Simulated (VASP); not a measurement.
Write the native input for VASP 6.6.1 that does the following.

```yaml
Task: single point
Functional: PBE
Dispersion: D3(BJ)
Potentials_or_basis: VASP PAW PBE potentials, release 64 (Mg)
Cutoff: 520 eV
k_mesh: 10 × 10 × 9
Occupations: fermi-dirac, width 0.05 eV
Spin: no spin polarisation
Dipole_correction: no
Further_INCAR_settings: ALGO = Fast; EDIFF = 1e-06; NBANDS = 7
```

The structure of Mg lies in POSCAR:

```
Mg
1.0
    3.0412750641      0.0000000000      0.0000000000
   -1.5206375321      2.6338214654      0.0000000000
    0.0000000000      0.0000000000      2.9938108884
Mg
1
Direct
    0.0000000000      0.0000000000      0.0000000000
```

This isn't the form of Mg at room conditions, which is hcp.

One way to write it, as run:

INCAR

```
ALGO = Fast ; EDIFF = 1E-6
ENCUT = 520 ; GGA = PE
ISIF = 2 ; ISMEAR = -1
IVDW = 12 ; LASPH = T
LCHARG = F ; LREAL = F
LWAVE = F ; NBANDS = 7
NELM = 100 ; PREC = Accurate
SIGMA = 0.05
```

KPOINTS

```
k-points
0
Gamma
  10 10 9
```

Potentials or basis: VASP PAW PBE potentials, release 64 (Mg).

Command:

```console
$ cat potpaw_PBE.64/Mg/POTCAR > POTCAR
$ mpirun -np 1 vasp_std > vasp.out
```

It gave:

- Pressure: -0.1 GPa
- Band gap on the k mesh: zero (bands 1 and 2 overlap by 3.54 eV)
- Dispersion energy per atom: -0.274 eV

It took 4.9 s on 1 thread of Intel Xeon 8259CL (shared host), peak memory 0.15 GiB.
